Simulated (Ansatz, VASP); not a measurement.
SiO2: VASP beside Ansatz

```
Si O
1.0
     0.00000    2.26417    2.26417
     2.34840    0.00000    2.26417
     2.34840    2.26417    0.00000
Si O
1 2
Direct
  0.00000 0.00000 0.00000
  0.25000 0.25000 0.25000
  0.75000 0.75000 0.75000
```

Change from the starting cell: uniaxial_x strain +3.7%.

Alike in both runs: task single point; functional PBE; k mesh 10 × 10 × 10; occupations fermi-dirac, width 0.02 eV; no spin polarisation.

|  | VASP | Ansatz |
| --- | --- | --- |
| version | VASP 6.6.1 | Ansatz 0.2.0 |
| potentials or method | VASP PAW PBE potentials, release 64 (Si, O) | plane waves, PAW |
| plane-wave cutoff (eV) | 520 | 420 |
| valence electrons in the cell | 16 | 16 |

|  | VASP | Ansatz | Ansatz less VASP |
| --- | --- | --- | --- |
| gap on the k mesh at the Fermi level (eV) | 1.49 | 1.51 | +0.020 |
| pressure (GPa) | 0.3 | -0.1 | -0.38 |
| traceless stress, the component that is largest in VASP (GPa) | -24.29 | -24.32 | -0.034 |
